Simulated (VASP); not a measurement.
Wanted: the native input for a VASP 6.6.1 run.

- Task: single point
- Functional: PBE
- Potentials or basis: VASP PAW PBE potentials, release 64 (Ni, Al)
- Cutoff: 520 eV
- k mesh: 10 × 10 × 6
- Occupations: fermi-dirac, width 0.08 eV
- Spin: no spin polarisation
- Dipole correction: no
- Further INCAR settings: ALGO = Normal; EDIFF = 1e-06; NBANDS = 21

The structure of AlNi (NiAs type) lies in POSCAR:

```
AlNi
1.0
    3.6078988693      0.0000000000      0.0000000000
   -1.8039494347      3.1245320750      0.0000000000
    0.0000000000      0.0000000000      5.0415158563
Ni Al
2 2
Direct
    0.0000000000      0.0000000000      0.0000000000
    0.0000000000      0.0000000000      0.5000000000
    0.3333333333      0.6666666667      0.2500000000
    0.6666666667      0.3333333333      0.7500000000
```

The input as run:

INCAR

```
SYSTEM = AlNi
PREC = Accurate ; ENCUT = 520
EDIFF = 1E-6 ; ISMEAR = -1
SIGMA = 0.08 ; LREAL = .FALSE.
LASPH = .TRUE. ; NELM = 80
ALGO = Normal ; ISIF = 2
LWAVE = .FALSE. ; LCHARG = .FALSE.
GGA = PE ; NBANDS = 21
```

KPOINTS

```
regular mesh
0
G
  10 10 6
  0 0 0
```

Potentials or basis: VASP PAW PBE potentials, release 64 (Ni, Al).

The run is started by

```bash
$ cat potpaw_PBE.64/Ni/POTCAR potpaw_PBE.64/Al/POTCAR > POTCAR
$ mpirun -np 1 vasp_std > vasp.out
```

It gave:

```json
{
  "Pressure": "-0.1 GPa",
  "Band gap on the k mesh": "zero (band 13 reaches 11.93 eV, above the bottom of band 14 at 6.42 eV)"
}
```

It took 56 s on 1 thread of Intel Xeon 6975P-C, on a shared host, peak memory 0.21 GiB.
